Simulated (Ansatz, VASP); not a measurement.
# OsPd: VASP beside Ansatz

The input INCAR:

```
  ALGO = Fast
  EDIFF = 1E-7
  EDIFFG = -0.01
  ENCUT = 600
  GGA = PE
  IBRION = 2
  ISIF = 3
  ISMEAR = 0
  LASPH = T
  LCHARG = F
  LREAL = F
  LWAVE = F
  NELM = 60
  NSW = 100
  PREC = Accurate
  SIGMA = 0.1
```

Contents of KPOINTS:

```
k-points
0
Gamma
  18 18 18
```

The input POSCAR:

```
OsPd
1.0
    3.0976131770      0.0000000000      0.0000000000
    0.0000000000      3.0976131770      0.0000000000
    0.0000000000      0.0000000000      3.0976131770
Pd Os
1 1
Direct
    0.5000000000      0.5000000000      0.5000000000
    0.0000000000      0.0000000000      0.0000000000
```

Input for Ansatz:

```yaml
crystal:
  lattice:
    - [3.097613177, 0.0, 0.0]
    - [0.0, 3.097613177, 0.0]
    - [0.0, 0.0, 3.097613177]
  atoms:
    - { symbol: Pd, position: [0.5, 0.5, 0.5] }
    - { symbol: Os, position: [0.0, 0.0, 0.0] }
basis:
  ecutwfc: 420
kpoints:
  mp_grid: { grid: [18, 18, 18] }
hamiltonian:
  xc: pbe
scf:
  occupations: { method: gaussian, width: 0.1 }
output:
  forces: true
  stress: true
  eigenvalues: true
relax:
  adjacent_minimum: "off"
  f_tol: 0.01
  max_steps: 80
  cell: { stress_tol: 0.05 }
```

Alike in both runs: task relaxation of cell and atoms; functional PBE; k mesh 18 × 18 × 18; occupations gaussian, width 0.1 eV; no spin polarisation.

|  | VASP | Ansatz |
| --- | --- | --- |
| version | VASP 6.6.1 | Ansatz 0.2.0 |
| potentials or method | VASP PAW PBE potentials, release 64 (Pd, Os), cutoff 600 eV | scalar-relativistic, plane waves, PAW |
| valence electrons in the cell | 18 | 34 |

|  | VASP | Ansatz | Ansatz less VASP |
| --- | --- | --- | --- |
| gap on the k mesh at the Fermi level, each at its own relaxed structure (eV) | none | none | - |
| relaxed volume (Å³/atom) | 14.84 | 14.86 | +0.027 |
| relaxed cell length with the largest relative difference (Å) | 3.096 | 3.098 | +0.0018 |

A gap of «none» marks a metal or a gap that the smearing closes. VASP's potentials hold 18 valence electrons a cell and Ansatz's 34, so a difference there can come from the potentials and not from the codes.

Neither program's run includes spin-orbit coupling.
